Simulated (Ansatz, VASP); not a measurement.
## Two plane-wave programs on NaOs3F

```
Na Os F
1.0
     4.28942    0.00000    0.00000
     0.00000    4.28942    0.00000
     0.00000    0.00000    4.28942
Na Os F
1 3 1
Direct
  0.00000 0.00000 0.00000
  0.00000 0.50000 0.50000
  0.50000 0.00000 0.50000
  0.50000 0.50000 0.00000
  0.50000 0.50000 0.50000
```

Change from the starting cell: species swapped into the HoBRh3 type (Pm-3m, No. 221).

Alike in both runs: functional PBE; k mesh 4 × 4 × 4; occupations gaussian, width 0.1 eV; collinear spin.

Ansatz relaxed the structure, and its values are those at the end. VASP's run is a single point on that final structure, the one shown.

|  | VASP | Ansatz |
| --- | --- | --- |
| version | VASP 6.6.1 | Ansatz 0.2.0 |
| potentials or method | VASP PAW PBE potentials, release 64 (Na_pv, Os, F), cutoff 520 eV | scalar-relativistic, plane waves, PAW |
| valence electrons in the cell | 38 | 64 |

Ansatz gave:

- gap on the k mesh at the Fermi level (eV): none
- pressure (GPa): 0.1
- net moment per atom (μB): 0.50
- size of the moment on the site where the two differ most (μB): 0.55

**Question.** Which values does VASP return?

**Answer.** gap on the k mesh at the Fermi level (eV): none; pressure (GPa): 0.4; net moment per atom (μB): 0.51; size of the moment on the site where the two differ most (μB): 0.80.

Site moments also hang on the region over which each program counts them. A gap of «none» marks a metal or a gap that the smearing closes. The functional is the same, so the differences come from potentials, cutoffs and numerics. VASP's potentials hold 38 valence electrons a cell and Ansatz's 64, so a difference there can come from the potentials and not from the codes.

The k mesh is coarse, so the values compare programs but aren't converged. Neither program's run includes spin-orbit coupling.
